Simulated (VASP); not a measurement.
# As: single point with revPBE

Crystal: As.

```
As
1.0
     4.93827    0.00000    0.00000
    -2.46913    4.27667    0.00000
     0.00000    0.00000    2.87929
As
3
Direct
  0.00000 0.00000 0.00000
  0.33333 0.66667 0.50000
  0.66667 0.33333 0.50000
```

This isn't the form of As at room conditions, which is rhombohedral.

```json
{
 "Program": "VASP 6.6.1",
 "Task": "single point",
 "Functional": "revPBE",
 "Potentials or basis": "VASP PAW PBE potentials, release 64 (As)",
 "Cutoff": "520 eV",
 "k mesh": "9 × 9 × 12",
 "Occupations": "fermi-dirac, width 0.1 eV",
 "Spin": "no spin polarisation",
 "Dipole correction": "no",
 "Further INCAR settings": "ALGO = Normal; EDIFF = 1e-06; NBANDS = 14"
}
```

The pressure is -2.6 GPa and the band gap on the k mesh is zero (an odd number of electrons rules out a gap without spin polarisation).

Stress tensor (GPa, compression positive):
```
-2.76  0.00  0.00
 0.00 -2.76  0.00
 0.00  0.00 -2.13
```

Levels at points of the mesh, in eV from the Fermi level:
| k point | band 6 | band 7 | band 8 | band 9 | band 10 | band 11 |
| --- | --- | --- | --- | --- | --- | --- |
| (0.00, 0.00, 0.00) | -4.04 | -4.04 | 2.36 | 5.19 | 5.19 | 6.03 |
| (0.00, 0.00, 0.50) | -2.35 | -2.11 | -2.11 | -0.40 | -0.40 | 0.74 |

Wall time 59 s on 1 thread of Intel Xeon 8259CL, on a shared host, peak memory 0.21 GiB.

Caveat: the PAW data sets were made with another functional, which shifts forces and pressure a little.
